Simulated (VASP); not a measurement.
# Sc2GaN2 (P6/mmm) in VASP: relaxation of cell and atoms with PBE

Aim: the relaxation of cell and atoms of Sc2GaN2 with PBE.

Program: VASP 6.6.1. These are calculated values, not measurements. Logs are shortened: lines on timing, memory, paths and dates and some standing lists are left out, and cuts for length are marked.

## Step 1: The cell of the first run

The structure is hexagonal, space group P6/mmm (No. 191). Conventional cell: a = 5.119 Å, b = 5.119 Å, c = 5.513 Å, α = 90.00°, β = 90.00°, γ = 120.00°. Sc (site symmetry -6m2) has 3 Ga at 2.96 Å and 3 Sc at 2.96 Å and 6 N at 3.71 Å within 3.9 Å. Ga (site symmetry 6/mmm) has 2 N at 2.24 Å and 6 Sc at 2.96 Å within 3.0 Å. N (site symmetry 6mm) has 1 N at 1.03 Å within 1.4 Å.

## Step 2: Relaxation of cell and atoms, PBE, collinear spin, ferromagnetic start

INCAR

```
ALGO = Normal ; EDIFF = 1E-6
EDIFFG = -0.04 ; ENCUT = 600
GGA = PE ; IBRION = 2
ISIF = 3 ; ISMEAR = 0
ISPIN = 2 ; LASPH = T
LCHARG = F ; LMAXMIX = 4
LORBIT = 11 ; LREAL = F
LWAVE = F ; MAGMOM = 0 0 0 1 1
NELM = 150 ; NSW = 90
PREC = Accurate ; SIGMA = 0.1
```

KPOINTS

```
k-points
0
Gamma
  6 6 4
```

POSCAR

```
Sc2GaN2
1.0
    5.1190534200      0.0000000000      0.0000000000
   -2.5595267100      4.4332303100      0.0000000000
    0.0000000000      0.0000000000      5.5125044200
Sc Ga N
2 1 2
Direct
    0.3333333300      0.6666666700      0.0000000000
    0.6666666700      0.3333333300      0.0000000000
    0.0000000000      0.0000000000      0.0000000000
    0.0000000000      0.0000000000      0.5929887300
    0.0000000000      0.0000000000      0.4070112700
```

Potentials or basis: VASP PAW PBE potentials, release 64 (Sc_sv, Ga_d, N).

Launch:

```console
$ cat potpaw_PBE.64/Sc_sv/POTCAR potpaw_PBE.64/Ga_d/POTCAR potpaw_PBE.64/N/POTCAR > POTCAR
$ mpirun -np 1 vasp_std > vasp.out
```

OUTCAR:

```text
EDIFF = 1E-6
   EDIFFG = -0.04
   ENCUT = 600
   GGA = PE
   IBRION = 2
   ISIF = 3
   ISMEAR = 0
   ISPIN = 2
   LASPH = T
   LORBIT = 11
   LREAL = F
   NELM = 150
   NSW = 90
   PREC = Accurate

 ion  position               nearest neighbor table
   1  0.333  0.667  0.000-   3 2.96   2 2.96   2 2.96   3 2.96   3 2.96   2 2.96
   2  0.667  0.333  0.000-   3 2.96   1 2.96   1 2.96   3 2.96   3 2.96   1 2.96
   3  0.000  0.000  0.000-   4 2.24   5 2.24   1 2.96   2 2.96   2 2.96   1 2.96   2 2.96   1 2.96

   4  0.000  0.000  0.593-   5 1.03   3 2.24
   5  0.000  0.000  0.407-   4 1.03   3 2.24

  LATTYP: Found a hexagonal cell.
 ALAT       =     5.1190534200
 C/A-ratio  =     1.0768601083

  Lattice vectors:

 A1 = (   5.1190534200,   0.0000000000,   0.0000000000)
 A2 = (  -2.5595267100,   4.4332303100,   0.0000000000)
 A3 = (   0.0000000000,   0.0000000000,   5.5125044200)

Analysis of symmetry for initial positions (statically):
=====================================================================
 Subroutine PRICEL returns:
 Original cell was already a primitive cell.

 Routine SETGRP: Setting up the symmetry group for a
 hexagonal supercell.

 Subroutine GETGRP returns: Found 24 space group operations
 (whereof 24 operations were pure point group operations)
 out of a pool of 24 trial point group operations.

The static configuration has the point symmetry D_6h.

Analysis of symmetry for dynamics (positions and initial velocities):
=====================================================================
 Subroutine PRICEL returns:
 Original cell was already a primitive cell.

 Routine SETGRP: Setting up the symmetry group for a
 hexagonal supercell.

 Subroutine GETGRP returns: Found 24 space group operations
 (whereof 24 operations were pure point group operations)
 out of a pool of 24 trial point group operations.

The dynamic configuration has the point symmetry D_6h.

Analysis of structural, dynamic, and magnetic symmetry:
=====================================================================
 Subroutine PRICEL returns:
 Original cell was already a primitive cell.

 Routine SETGRP: Setting up the symmetry group for a
 hexagonal supercell.

 Subroutine GETGRP returns: Found 24 space group operations
 (whereof 24 operations were pure point group operations)
 out of a pool of 24 trial point group operations.

The overall configuration has the point symmetry D_6h.

 Subroutine INISYM returns: Found 24 space group operations
 (whereof 24 operations are pure point group operations),
[... 142 lines left out ...]
 number of electron      44.9999998 magnetization       2.9439685

 Free energy of the ion-electron system (eV)
  ---------------------------------------------------
  ext. energy  EPLUGINS =         0.00000000
  ---------------------------------------------------
  free energy    TOTEN  =       -27.44956964 eV

  energy without entropy =      -27.41074836  energy(sigma->0) =      -27.43015900

------------------------ aborting loop because EDIFF is reached ----------------------------------------

  FORCE on cell =-STRESS in cart. coord.  units (eV):
  Direction    XX          YY          ZZ          XY          YZ          ZX
  --------------------------------------------------------------------------------------
  -------------------------------------------------------------------------------------
  Total        1.3554591      1.3554591     26.3167115     -0.0000000     -0.0000000      0.0000000
  in kB       17.3595353     17.3595353    337.0414356     -0.0000000     -0.0000000      0.0000000
  external PRESSURE =     123.9201687 kB  Pullay stress =       0.0000000 kB
[... 26 lines left out ...]
--------------------------------------- Ionic step        2  -------------------------------------------

 number of electron      45.0000028 magnetization       2.9117738

 E-fermi :  -0.1039     XC(G=0):  -6.6899

 val. band max:       -0.1170998043   @ k =   0.5000   0.0000   0.5000
 cond. band min:      -0.0835217043   @ k =   0.3333   0.3333   0.5000
 fundamental gap:      0.0335781000
 Fermi energy:        -0.1038818417

 spin component 1

 k-point     1 :       0.0000    0.0000    0.0000
  band No.  band energies     occupation
      1     -50.6859      1.00000
      2     -50.6009      1.00000
      3     -29.4777      1.00000
      4     -29.4023      1.00000
      5     -29.4023      1.00000
      6     -29.4023      1.00000
[... 1365 lines left out ...]
  FREE ENERGIE OF THE ION-ELECTRON SYSTEM (eV)
  ---------------------------------------------------
  free  energy   TOTEN  =       -23.8847186175 eV

  energy  without entropy=      -23.8768002259  energy(sigma->0) =      -23.88075942

[... ionic steps 4 to 15 ...]

--------------------------------------- Ionic step       16  -------------------------------------------

 number of electron      45.0000012 magnetization       2.9473738

------------------------ aborting loop because EDIFF is reached ----------------------------------------
[... 73 lines left out ...]
--------------------------------------- Ionic step       18  -------------------------------------------

 number of electron      45.0000012 magnetization       2.9465347

 Free energy of the ion-electron system (eV)
  ---------------------------------------------------
  ext. energy  EPLUGINS =         0.00000000
  ---------------------------------------------------
  free energy    TOTEN  =       -24.20908732 eV

  energy without entropy =      -24.20511813  energy(sigma->0) =      -24.20710272

 E-fermi :   0.2389     XC(G=0):  -7.0262

 val. band max:        0.1107253490   @ k =   0.0000   0.0000   0.2500
 cond. band min:       0.2608266015   @ k =   0.3333   0.3333   0.5000
 fundamental gap:      0.1501012525
 Fermi energy:         0.2389128611

 spin component 1

 k-point     1 :       0.0000    0.0000    0.0000
  band No.  band energies     occupation
      1     -50.2091      1.00000
      2     -50.0779      1.00000
      3     -29.0036      1.00000
      4     -29.0036      1.00000
      5     -28.9872      1.00000
      6     -28.8767      1.00000
[... 1326 lines left out ...]
  FREE ENERGIE OF THE ION-ELECTRON SYSTEM (eV)
  ---------------------------------------------------
  free  energy   TOTEN  =       -24.2090873187 eV

  energy  without entropy=      -24.2051181302  energy(sigma->0) =      -24.20710272

 reached required accuracy - stopping structural energy minimisation

 total charge

# of ion       s       p       d       tot
------------------------------------------
    1        2.206   6.060   1.173   9.439
    2        2.206   6.060   1.173   9.439
    3        0.948   1.120  10.122  12.190
    4        1.339   2.102   0.000   3.441
    5        1.339   2.102   0.000   3.441
--------------------------------------------------
tot          8.038  17.444  12.468  37.949

 magnetization (x)

# of ion       s       p       d       tot
------------------------------------------
    1        0.080   0.052   0.849   0.981
    2        0.080   0.052   0.849   0.981
    3       -0.009  -0.021   0.039   0.009
    4        0.003   0.127   0.000   0.130
    5        0.003   0.127   0.000   0.130
--------------------------------------------------
tot          0.158   0.337   1.737   2.232
```

Wall time 32 min (1 thread of Intel Xeon 6975P-C (Granite Rapids), shared host); peak memory 0.45 GiB.

Results:

```yaml
Free_energy: -24.2091 eV
Relaxed_volume: 29.95 Å³/atom
Relaxed_cell: a = 4.993 Å, b = 4.993 Å, c = 6.937 Å, α = 90.00°, β = 90.00°, γ = 120.00°
Space_group_after_relaxing_to_0.05_Å: P6/mmm (No. 191)
Energy_gained_by_relaxing: -648.1 meV/atom
Ionic_steps: 18
Pressure_after_relaxing: 0.1 GPa
Largest_force_after_relaxing: 0.025 eV/Å
Net_moment: 2.95 μB per cell
Site_moments: Sc +0.98; Ga +0.01; N +0.13 μB
Valence_electrons_inside_the_program's_atomic_spheres: Sc 9.44; Ga 12.19; N 3.44
```

Forces on the atoms (eV/Å):
```
Sc   0.000  0.000  0.000
Sc   0.000  0.000  0.000
Ga   0.000  0.000  0.000
N    0.000  0.000 -0.025
N    0.000  0.000  0.025
```

Step by step:
```tsv
step	energy change (eV)	largest force (eV/Å)	pressure (GPa)	volume (Å³)
1	0.0000	20.2292	12.39	125.10
2	4.5339	7.4516	5.76	161.00
3	3.5649	2.6883	1.34	155.22
4	3.4346	1.6245	0.24	153.39
5	3.3563	0.4849	-1.00	150.97
6	3.3500	0.1853	-1.35	150.23
7	3.3500	0.0084	-1.57	149.72
8	3.2684	0.2918	-0.74	143.78
9	3.2623	0.3800	-0.41	141.87
10	3.2639	0.2967	0.85	139.60
11	3.2575	0.0761	0.16	140.80
12	3.2558	0.0720	0.16	141.12
13	3.2513	0.0606	0.18	142.08
14	3.2451	0.0246	0.23	143.99
15	3.2423	0.1032	0.40	147.80
16	3.2412	0.0605	0.04	149.48
17	3.2411	0.0327	0.10	149.20
18	3.2405	0.0248	0.05	149.75
```

Final structure:
```
Sc Ga N
1.0
     4.99271    0.00000    0.00000
    -2.49635    4.32381    0.00000
     0.00000    0.00000    6.93665
Sc Ga N
2 1 2
Cartesian
  0.0000 2.8825 0.0000
  2.4964 1.4413 0.0000
  -2.4964 4.3238 0.0000
  0.0000 0.0000 5.1617
  0.0000 0.0000 1.7749
```

Caveat: the standard files for N, O and F lose accuracy on very short bonds; the volume moved by over 15 % at a fixed basis, so the end points are rough; this functional lacks dispersion, which binds the layers, so the pressure and a relaxed spacing across them are unreliable.
